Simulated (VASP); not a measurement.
Ge4F: single point with PBE+D3(BJ)

Slab: Ge4F, a slab with vacuum.

```
Ge F
1.0
     4.03036    0.00000    0.00000
     0.00000    4.03036    0.00000
     0.00000    0.00000   21.74166
Ge F
4 1
Cartesian
  0.0000 2.0152 4.0000
  0.0000 0.0000 5.4249
  2.0152 0.0000 6.9179
  2.0152 2.0152 8.3417
  2.0152 2.5190 11.7417
```

```json
{
 "Program": "VASP 6.6.1",
 "Task": "single point",
 "Functional": "PBE",
 "Dispersion": "D3(BJ)",
 "Potentials or basis": "VASP PAW PBE potentials, release 64 (Ge_d, F)",
 "Cutoff": "520 eV",
 "k mesh": "7 × 7 × 1",
 "Occupations": "gaussian, width 0.1 eV",
 "Spin": "no spin polarisation",
 "Dipole correction": "yes",
 "Further INCAR settings": "ALGO = Normal; EDIFF = 1e-07; NBANDS = 40"
}
```

```
Largest force              : 0.792 eV/Å
Dispersion energy per atom : -0.176 eV
```

Forces in eV/Å, atoms in the order of the input:
```
Ge   0.000  0.010 -0.097
Ge   0.000  0.008  0.103
Ge   0.000 -0.030  0.077
Ge   0.000  0.088  0.705
F    0.000 -0.076 -0.789
```

Levels at points of the mesh, in eV from the Fermi level:
| k point | band 28 | band 29 | band 30 | band 31 | band 32 | band 33 | band 34 | band 35 |
| --- | --- | --- | --- | --- | --- | --- | --- | --- |
| (0.00, 0.00, 0.00) | -0.38 | -0.34 | -0.05 | -0.04 | 0.81 | 1.29 | 1.91 | 2.05 |

Run time: 6.2 min on 1 thread of AMD EPYC 7R13 Processor (Zen 3) (shared host), peak memory 0.45 GiB.

Caveat: an odd number of electrons without spin polarisation forces a metal; a magnetic or distorted state may lie lower.
